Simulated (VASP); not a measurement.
Set up this calculation in VASP 6.6.1, as the native input.

```yaml
Task: single point
Functional: PBE
Potentials_or_basis: VASP PAW PBE potentials, release 64 (Be, S)
Cutoff: 520 eV
k_mesh: 12 × 12 × 12
Occupations: fermi-dirac, width 0.05 eV
Spin: no spin polarisation
Dipole_correction: no
Further_INCAR_settings: ALGO = Normal; EDIFF = 1e-06; NBANDS = 11
```

The structure of BeS (zincblende type) lies in POSCAR:

```
BeS
1.0
    0.0000000000      2.4047076016      2.4047076016
    2.4047076016      0.0000000000      2.4047076016
    2.4047076016      2.4047076016      0.0000000000
Be S
1 1
Direct
    0.0000000000      0.0000000000      0.0000000000
    0.2500000000      0.2500000000      0.2500000000
```

This cell differs from its parent crystal: volume scaled by 0.96.

One way to write it, as run:

INCAR

```
ALGO = Normal ; EDIFF = 1E-6
ENCUT = 520 ; GGA = PE
ISIF = 2 ; ISMEAR = -1
LASPH = True ; LCHARG = False
LREAL = False ; LWAVE = False
NBANDS = 11 ; NELM = 100
PREC = Accurate ; SIGMA = 0.05
```

KPOINTS

```
k-points
0
Gamma
  12 12 12
```

Potentials or basis: VASP PAW PBE potentials, release 64 (Be, S).

Run with:

```console
$ cat potpaw_PBE.64/Be/POTCAR potpaw_PBE.64/S/POTCAR > POTCAR
$ mpirun -np 1 vasp_std > vasp.out
```

Results of the run:

```yaml
Pressure: 4.2 GPa
Band_gap_on_the_k_mesh: 3.05 eV, indirect (least direct gap 5.66 eV)
```

Wall time 18 s on 1 thread of Intel(R) Xeon(R) Platinum 8559C (Emerald Rapids), with other jobs on the host, peak memory 0.16 GiB.
